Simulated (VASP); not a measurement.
TaN, 2 atoms in the cell. The structure is tetragonal, space group I4/mmm (No. 139). The conventional cell has a = 3.005 Å, b = 3.005 Å, c = 4.140 Å, α = 90.00°, β = 90.00°, γ = 90.00°. Within 2.7 Å of Ta (site symmetry 4/mmm) lie 6 N at 2.07 to 2.12 Å. Within 2.7 Å of N (site symmetry 4/mmm) lie 6 Ta at 2.07 to 2.12 Å.  This cell differs from its parent crystal: strain -0.025 along x and y, -0.050 along z.

- Program: VASP 6.6.1
- Task: single point
- Functional: PBE
- Potentials or basis: VASP PAW PBE potentials, release 64 (Ta_pv, N)
- Cutoff: 520 eV
- k mesh: 18 × 18 × 18
- Occupations: gaussian, width 0.15 eV
- Spin: no spin polarisation
- Dipole correction: no
- Further INCAR settings: ALGO = Normal; EDIFF = 1e-06; NBANDS = 15

Potentials or basis: VASP PAW PBE potentials, release 64 (Ta_pv, N).

Launch:

```sh
$ cat potpaw_PBE.64/Ta_pv/POTCAR potpaw_PBE.64/N/POTCAR > POTCAR
$ mpirun -np 1 vasp_std > vasp.out
```

Hardware: 1 thread of AMD EPYC 7R13 Processor (Zen 3) (shared host).

Task: Estimate the wall time of this run.

Result: Wall time 99 s on 1 thread of AMD EPYC 7R13 Processor (Zen 3), on a shared host, peak memory 0.23 GiB. Counts: scf iterations 13, k points 480.
